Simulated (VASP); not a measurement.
# Fe2O3 (Pm-3m) in VASP: a series of runs

The runs below take Fe2O3 through relaxation of cell and atoms, single point, with PBE.

Everything below comes from runs of VASP 6.6.1. Logs are shortened: lines on timing, memory, paths and dates and some standing lists are left out, and cuts for length are marked.

**1. The cell of the first run**

The structure is cubic, space group Pm-3m (No. 221). The conventional cell has a = 3.685 Å, b = 3.685 Å, c = 3.685 Å, α = 90.00°, β = 90.00°, γ = 90.00°. Within 3.4 Å of Fe (site symmetry m-3m) lie 12 O at 2.61 Å and 8 Fe at 3.19 Å. Within 2.4 Å of Fe (site symmetry m-3m) lie 6 O at 1.84 Å. O (site symmetry 4/mmm) has 2 Fe at 1.84 Å within 2.4 Å.

**2. Relaxation of cell and atoms, PBE, collinear spin, ferromagnetic start**

File INCAR:

```
SYSTEM = Fe2O3
PREC = Accurate
ENCUT = 600
EDIFF = 1E-6
ISMEAR = 0
SIGMA = 0.1
LREAL = .FALSE.
LASPH = .TRUE.
NELM = 150
ALGO = Normal
ISIF = 3
LWAVE = .FALSE.
LCHARG = .FALSE.
ISPIN = 2
MAGMOM = 4.04 2.35 0.25 0.25 0.25
LORBIT = 11
LMAXMIX = 4
GGA = PE
IBRION = 2
NSW = 100
EDIFFG = -0.01
```

File KPOINTS:

```
regular mesh
0
G
  10 10 10
  0 0 0
```

File POSCAR:

```
Fe2O3
1.0
    3.6847446200      0.0000000000      0.0000000000
    0.0000000000      3.6847446200      0.0000000000
    0.0000000000      0.0000000000      3.6847446200
Fe O
2 3
Direct
    0.5000000000      0.5000000000      0.5000000000
    0.0000000000      0.0000000000      0.0000000000
    0.5000000000      0.0000000000      0.0000000000
    0.0000000000      0.5000000000      0.0000000000
    0.0000000000      0.0000000000      0.5000000000
```

Potentials or basis: VASP PAW PBE potentials, release 64 (Fe, O).

Command:

```
> cat potpaw_PBE.64/Fe/POTCAR potpaw_PBE.64/O/POTCAR > POTCAR
> mpirun -np 1 vasp_std > vasp.out
```

OUTCAR:

```text
SYSTEM = Fe2O3
   PREC = Accurate
   ENCUT = 600
   EDIFF = 1E-6
   ISMEAR = 0
   LREAL = .FALSE.
   LASPH = .TRUE.
   NELM = 150
   ISIF = 3
   ISPIN = 2
   LORBIT = 11
   GGA = PE
   IBRION = 2
   NSW = 100
   EDIFFG = -0.01

 ion  position               nearest neighbor table
   1  0.500  0.500  0.500-
   2  0.000  0.000  0.000-   3 1.84   4 1.84   5 1.84   5 1.84   4 1.84   3 1.84
   3  0.500  0.000  0.000-   2 1.84   2 1.84
   4  0.000  0.500  0.000-   2 1.84   2 1.84
   5  0.000  0.000  0.500-   2 1.84   2 1.84

  LATTYP: Found a simple cubic cell.
 ALAT       =     3.6847446200

  Lattice vectors:

 A1 = (   3.6847446200,   0.0000000000,   0.0000000000)
 A2 = (   0.0000000000,   3.6847446200,   0.0000000000)
 A3 = (   0.0000000000,   0.0000000000,   3.6847446200)

Analysis of symmetry for initial positions (statically):
=====================================================================
 Subroutine PRICEL returns:
 Original cell was already a primitive cell.

 Routine SETGRP: Setting up the symmetry group for a
 simple cubic supercell.

 Subroutine GETGRP returns: Found 48 space group operations
 (whereof 48 operations were pure point group operations)
 out of a pool of 48 trial point group operations.

The static configuration has the point symmetry O_h .

Analysis of symmetry for dynamics (positions and initial velocities):
=====================================================================
 Subroutine PRICEL returns:
 Original cell was already a primitive cell.

 Routine SETGRP: Setting up the symmetry group for a
 simple cubic supercell.

 Subroutine GETGRP returns: Found 48 space group operations
 (whereof 48 operations were pure point group operations)
 out of a pool of 48 trial point group operations.

The dynamic configuration has the point symmetry O_h .

Analysis of structural, dynamic, and magnetic symmetry:
=====================================================================
 Subroutine PRICEL returns:
 Original cell was already a primitive cell.

 Routine SETGRP: Setting up the symmetry group for a
 simple cubic supercell.

 Subroutine GETGRP returns: Found 48 space group operations
 (whereof 48 operations were pure point group operations)
 out of a pool of 48 trial point group operations.

The overall configuration has the point symmetry O_h .

 Subroutine INISYM returns: Found 48 space group operations
 (whereof 48 operations are pure point group operations),
 and found     1 'primitive' translations

----------------------------------------------------------------------------------------

                                     Primitive cell

  volume of cell :      50.0290

  direct lattice vectors                    reciprocal lattice vectors
     3.684744620  0.000000000  0.000000000     0.271389229  0.000000000  0.000000000
     0.000000000  3.684744620  0.000000000     0.000000000  0.271389229  0.000000000
     0.000000000  0.000000000  3.684744620     0.000000000  0.000000000  0.271389229

  length of vectors
     3.684744620  3.684744620  3.684744620     0.271389229  0.271389229  0.271389229

  position of ions in fractional coordinates (direct lattice)
     0.500000000  0.500000000  0.500000000
     0.000000000  0.000000000  0.000000000
     0.500000000  0.000000000  0.000000000
     0.000000000  0.500000000  0.000000000
     0.000000000  0.000000000  0.500000000

  ion indices of the primitive-cell ions
   primitive index   ion index
                 1           1
                 2           2
                 3           3
                 4           4
                 5           5

----------------------------------------------------------------------------------------

 KPOINTS: regular mesh

Automatic generation of k-mesh.
 Grid dimensions read from file:
 generate k-points for:   10   10   10

 Generating k-lattice:

  Cartesian coordinates                     Fractional coordinates (reciprocal lattice)
     0.027138923  0.000000000  0.000000000     0.100000000  0.000000000  0.000000000
     0.000000000  0.027138923  0.000000000     0.000000000  0.100000000  0.000000000
     0.000000000  0.000000000  0.027138923     0.000000000  0.000000000  0.100000000

  Length of vectors
     0.027138923  0.027138923  0.027138923

  Shift w.r.t. Gamma in fractional coordinates (k-lattice)
     0.000000000  0.000000000  0.000000000

 Subroutine IBZKPT returns following result:
 ===========================================

 Found     56 irreducible k-points:

 Following reciprocal coordinates:
            Coordinates               Weight
  0.000000  0.000000  0.000000      1.000000
  0.100000  0.000000  0.000000      6.000000
  0.200000  0.000000  0.000000      6.000000
  0.300000  0.000000  0.000000      6.000000
  0.400000  0.000000  0.000000      6.000000
  0.500000  0.000000  0.000000      3.000000
[... 16 lines left out ...]
  0.200000  0.100000  0.100000     24.000000
  0.300000  0.100000  0.100000     24.000000
 [... further k-points ...]
   k-points           NKPTS =     56   k-points in BZ     NKDIM =     56   number of bands    NBANDS=     25
   number of dos      NEDOS =    301   number of ions     NIONS =      5
   total plane-waves  NPLWV =  27000
   dimension x,y,z NGX =    30 NGY =   30 NGZ =   30
   dimension x,y,z NGXF=    60 NGYF=   60 NGZF=   60
   ions per type =               2   3
   NGX,Y,Z   is equivalent  to a cutoff of  13.54, 13.54, 13.54 a.u.
   NGXF,Y,Z  is equivalent  to a cutoff of  27.07, 27.07, 27.07 a.u.
 SYSTEM =  Fe2O3
   PREC   = accura    normal or accurate (medium, high low for compatibility)
   ISTART =      0    job   : 0-new  1-cont  2-samecut
   ICHARG =      2    charge: 1-file 2-atom 10-const
   ISPIN  =      2    spin polarized calculation?
   LNONCOLLINEAR =      F non collinear calculations
   LSORBIT =      F    spin-orbit coupling
   LASPH  =      T    aspherical Exc in radial PAW
   ENCUT  =  600.0 eV  44.10 Ry    6.64 a.u.   7.36  7.36  7.36*2*pi/ulx,y,z
   NELM   =    150;   NELMIN=  2; NELMDL= -5     # of ELM steps
   EDIFF  = 0.1E-05   stopping-criterion for ELM
   LREAL  =      F    real-space projection
   EDIFFG = -.1E-01   stopping-criterion for IOM
   NSW    =    100    number of steps for IOM
   IBRION =      2    ionic relax: 0-MD 1-quasi-New 2-CG
   NFREE  =      1    steps in history (QN), initial steepest desc. (CG)
   ISIF   =      3    stress and relaxation
   ISYM   =      2    0-nonsym 1-usesym 2-fastsym
   POTIM  = 0.5000    time-step for ionic-motion
   TEBEG  =    0.0;   TEEND  =   0.0 temperature during run
   PSTRESS=    0.0 pullay stress
   NELECT =      34.0000    total number of electrons
   NUPDOWN=      -1.0000    fix difference up-down
   EMIN   =  10.00;   EMAX   =-10.00  energy-range for DOS
   EFERMI =   0.00;   METHOD = LEGACY
   ISMEAR =     0;   SIGMA  =   0.10  broadening in eV -4-tet -1-fermi 0-gaus
   EFERMI_NEDOS =   21; number of points for ismear=-14 and -15
   IALGO  =     38    algorithm
   IMIX   =      4    mixing-type and parameters
     AMIX     =   0.40;   BMIX     =  1.00
     AMIX_MAG =   1.60;   BMIX_MAG =  1.00
  volume/ion in A,a.u.               =      10.01        67.52
  Fermi-wavevector in a.u.,A,eV,Ry     =   1.439330  2.719940 28.186797  2.071671
  Thomas-Fermi vector in A             =   2.558198
   LORBIT       =     11    0 simple, 1 ext, 2 COOP (PROOUT), +10 PAW based schemes
   GGA     = PE    functional components
   LHFCALC =     F    Hartree Fock is set to
   AEXX    =    0.0000 exact exchange contribution
   IVDW    =     0    specifies the selected vdW correction
   LEPSILON=     F    determine dielectric tensor
   LRPA    =     F    only Hartree local field effects (RPA)
 conjugate gradient relaxation of ions
 spin polarized calculation
 Gauss-broadening in eV      SIGMA  =   0.10
  energy-cutoff  :      600.00
  volume of cell :       50.03
 maximum number of plane-waves:      1743
 NGX is ok and might be reduce to    30
   NGX = 15   NGY = 15   NGZ = 15

--------------------------------------- Ionic step        1  -------------------------------------------

 number of electron      33.9999989 magnetization       7.1228964

 Free energy of the ion-electron system (eV)
  ---------------------------------------------------
  ext. energy  EPLUGINS =         0.00000000
  ---------------------------------------------------
  free energy    TOTEN  =       -34.55005944 eV

  energy without entropy =      -34.52765479  energy(sigma->0) =      -34.53885712

------------------------ aborting loop because EDIFF is reached ----------------------------------------

  FORCE on cell =-STRESS in cart. coord.  units (eV):
  Direction    XX          YY          ZZ          XY          YZ          ZX
  --------------------------------------------------------------------------------------
  -------------------------------------------------------------------------------------
  Total        0.5617447      0.5617447      0.5617447      0.0000000      0.0000000     -0.0000000
  in kB       17.9898426     17.9898426     17.9898426      0.0000000      0.0000000     -0.0000000
  external PRESSURE =      17.9898426 kB  Pullay stress =       0.0000000 kB
[... 63 lines left out ...]
  energy  without entropy=      -34.5274580603  energy(sigma->0) =      -34.54030693

--------------------------------------- Ionic step        3  -------------------------------------------

 number of electron      33.9999999 magnetization       7.2267070

 Free energy of the ion-electron system (eV)
  ---------------------------------------------------
  ext. energy  EPLUGINS =         0.00000000
  ---------------------------------------------------
  free energy    TOTEN  =       -34.55339950 eV

  energy without entropy =      -34.52816812  energy(sigma->0) =      -34.54078381

 E-fermi :   4.2825     XC(G=0): -11.6925

 val. band max:        4.2822056082   @ k =   0.5000   0.2000   0.2000
 cond. band min:       4.2912951229   @ k =   0.1000   0.1000   0.1000
 fundamental gap:      0.0090895147
 Fermi energy:         4.2824887826

 spin component 1

 k-point     1 :       0.0000    0.0000    0.0000
  band No.  band energies     occupation
      1     -15.6723      1.00000
      2     -13.7619      1.00000
      3     -13.7619      1.00000
      4      -1.4208      1.00000
      5      -1.4208      1.00000
      6      -1.4208      1.00000
[... 661 lines left out ...]
     24      12.1748      0.00000
     25      14.1832      0.00000

 [... further k-points ...]

 spin component 2

 k-point     1 :       0.0000    0.0000    0.0000
  band No.  band energies     occupation
      1     -15.2347      1.00000
      2     -13.2508      1.00000
      3     -13.2508      1.00000
      4      -1.0711      1.00000
      5      -1.0711      1.00000
      6      -1.0711      1.00000
[... 695 lines left out ...]
  FREE ENERGIE OF THE ION-ELECTRON SYSTEM (eV)
  ---------------------------------------------------
  free  energy   TOTEN  =       -34.5533995024 eV

  energy  without entropy=      -34.5281681200  energy(sigma->0) =      -34.54078381

 reached required accuracy - stopping structural energy minimisation

 total charge

# of ion       s       p       d       tot
------------------------------------------
    1        0.172   0.149   5.954   6.274
    2        0.472   0.817   6.179   7.468
    3        1.577   3.404   0.000   4.981
    4        1.577   3.404   0.000   4.981
    5        1.577   3.404   0.000   4.981
--------------------------------------------------
tot          5.375  11.178  12.132  28.685

 magnetization (x)

# of ion       s       p       d       tot
------------------------------------------
    1        0.030   0.016   3.627   3.672
    2        0.009   0.006   2.496   2.511
    3        0.014   0.239   0.000   0.253
    4        0.014   0.239   0.000   0.253
    5        0.014   0.239   0.000   0.253
--------------------------------------------------
tot          0.081   0.738   6.123   6.941
```

Run time: 4.8 min. Hardware: 1 thread of Intel Xeon Platinum 8488C (Sapphire Rapids), shared host; peak memory 0.28 GiB.

What came out:

```
Free energy                                           : -34.5534 eV
Relaxed volume                                        : 10.13 Å³/atom
Relaxed cell                                          : a = 3.700 Å, b = 3.700 Å, c = 3.700 Å, α = 90.00°, β = 90.00°, γ = 90.00°
Space group after relaxing (to 0.05 Å)                : Pm-3m (No. 221)
Energy gained by relaxing                             : 0.7 meV/atom
Ionic steps                                           : 3
Pressure after relaxing                               : 0.1 GPa
Net moment                                            : 7.23 μB per cell
Site moments                                          : Fe +3.67, +2.51; O +0.25 μB
Valence electrons inside the program's atomic spheres : Fe 6.27, 7.47; O 4.98
```

Step by step:
| step | energy change (eV) | largest force (eV/Å) | pressure (GPa) | volume (Å³) |
| --- | --- | --- | --- | --- |
| 1 | 0.0000 | 0.0000 | 1.80 | 50.03 |
| 2 | -0.0031 | 0.0000 | -0.40 | 50.85 |
| 3 | -0.0033 | 0.0000 | 0.06 | 50.66 |

Final structure:
```
CELL_PARAMETERS angstrom
3.70020 0.00000 0.00000
0.00000 3.70020 0.00000
0.00000 0.00000 3.70020
ATOMIC_POSITIONS crystal
Fe 0.50000 0.50000 0.50000
Fe 0.00000 0.00000 0.00000
O 0.50000 0.00000 0.00000
O 0.00000 0.50000 0.00000
O 0.00000 0.00000 0.50000
```

Levels at points of the mesh, in eV from the Fermi level:
Spin up:
| k point | band 18 | band 19 | band 20 | band 21 | band 22 | band 23 | band 24 | band 25 |
| --- | --- | --- | --- | --- | --- | --- | --- | --- |
| (0.00, 0.00, 0.00) | -1.95 | -1.95 | -1.95 | -1.74 | -1.74 | 0.84 | 11.62 | 11.69 |
| (0.50, 0.00, 0.00) | -1.57 | -1.57 | -1.11 | -1.11 | 1.08 | 4.40 | 5.90 | 10.29 |
| (0.50, 0.50, 0.00) | -1.01 | -0.74 | -0.74 | -0.47 | 3.29 | 4.76 | 7.98 | 7.98 |
| (0.50, 0.50, 0.50) | -1.23 | -1.23 | -1.23 | 2.16 | 3.30 | 3.30 | 9.90 | 9.90 |
Spin down:
```csv
k point,band 10,band 11,band 12,band 13,band 14,band 15,band 16,band 17
"(0.00, 0.00, 0.00)",-1.54,-1.54,-1.54,-0.94,-0.94,-0.94,-0.45,-0.45
"(0.50, 0.00, 0.00)",-3.11,-1.89,-1.89,-0.77,-0.01,0.47,0.59,0.65
"(0.50, 0.50, 0.00)",-3.20,-3.20,-0.98,-0.12,0.55,0.55,0.59,0.60
"(0.50, 0.50, 0.50)",-0.55,-0.55,-0.55,0.12,0.12,0.47,0.47,0.47
```

Caveat: semilocal functionals often make such compounds metallic where correlation or magnetic order opens a gap, which also shifts bond lengths; only a ferromagnetic start was run, and an antiferromagnetic order may lie lower in energy. With open d or f shells a metallic result of PBE can be an artefact of self-interaction; +U or a hybrid may open a gap.

[end of part 1 of 2]
